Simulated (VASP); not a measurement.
Runs of VASP 6.6.1 on YB6. The structure is that of space group Pm-3m (No. 221), or close to it. The cells are those of the table. 

```csv
task,cell,cutoff (eV),smearing,gap on the mesh (eV),pressure (GPa),relaxed volume (Å³/atom),largest force (eV/Å)
single point,"a = 4.041 Å, 7 atoms",520,gaussian 0.1 eV,none,0.2,-,0.03
relaxation of cell and atoms,"relaxed from a = 4.041 Å, 7 atoms",600,gaussian 0.1 eV,none,0.1,(a),-
single point,"a = 4.041 Å, 7 atoms",520,fermi-dirac 0.15 eV,none,0.2,-,0.03
relaxation of cell and atoms,"relaxed from a = 4.041 Å, 7 atoms",600,fermi-dirac 0.15 eV,none,0.0,9.44,-
```

Alike in all rows: level LDA; potentials or basis VASP PAW LDA potentials, release 64 (Y_sv, B); no spin polarisation; k mesh 10 × 10 × 10.

Q: Estimate the missing entries.

A: (a) 9.43.

A k mesh can miss the band edges, and the runs leave out spin-orbit coupling on Y.

A gap of «none» marks levels without a gap at the run's occupations.
